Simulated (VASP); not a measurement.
Wanted: the native input for a VASP 6.6.1 run.

- Task: single point
- Functional: LDA
- Potentials or basis: VASP PAW LDA potentials, release 64 (Bi_d)
- Cutoff: 520 eV
- k mesh: 8 × 6 × 1
- Occupations: gaussian, width 0.1 eV
- Spin: no spin polarisation
- Dipole correction: yes
- Further INCAR settings: ALGO = Normal; EDIFF = 1e-07; NBANDS = 86

The structure of Bi lies in POSCAR:

```
Bi
1.0
    4.6273409022      0.0000000000      0.0000000000
    0.2628586486      6.4450862217      0.0000000000
    0.0000000000      0.0000000000     23.9879802513
Bi
10
Direct
    0.0257074255      0.2628537127      0.3126565856
    0.9742925745      0.7371462873      0.3126565856
    0.5257074255      0.7628537127      0.4063282928
    0.4742925745      0.2371462873      0.4063282928
    0.0257074255      0.2628537127      0.5000000000
    0.9742925745      0.7371462873      0.5000000000
    0.5257074255      0.7628537127      0.5936717072
    0.4742925745      0.2371462873      0.5936717072
    0.0257074255      0.2628537127      0.6873434144
    0.9742925745      0.7371462873      0.6873434144
```

These files were run (other wordings do the same):

INCAR

```
SYSTEM = Bi
  PREC = Accurate
  ENCUT = 520
  EDIFF = 1E-7
  ISMEAR = 0
  SIGMA = 0.1
  LREAL = .False.
  LASPH = .True.
  NELM = 60
  ALGO = Normal
  ISIF = 2
  LWAVE = .False.
  LCHARG = .False.
  LDIPOL = .True.
  IDIPOL = 3
  DIPOL = 0.5 0.5 0.500
  GGA = CA
  NBANDS = 86
  KPAR = 4
```

KPOINTS

```
regular mesh
0
Gamma
  8 6 1
  0 0 0
```

Potentials or basis: VASP PAW LDA potentials, release 64 (Bi_d).

The run is started by

```sh
$ cat potpaw_LDA.64/Bi_d/POTCAR > POTCAR
$ mpirun -np 4 vasp_std > vasp.out
```

Results of the run:

```
Largest force          : 0.808 eV/Å
Band gap on the k mesh : zero (bands 75 and 76 overlap by 0.24 eV)
```

Caveat: spin-orbit coupling is left out, which moves the levels of the heavy elements.

It took 14 min on 4 MPI ranks on Intel(R) Xeon(R) Platinum 8259CL CPU @ 2.50GHz (Skylake/Cascade Lake), with other jobs on the host, peak memory 1.2 GiB a rank.
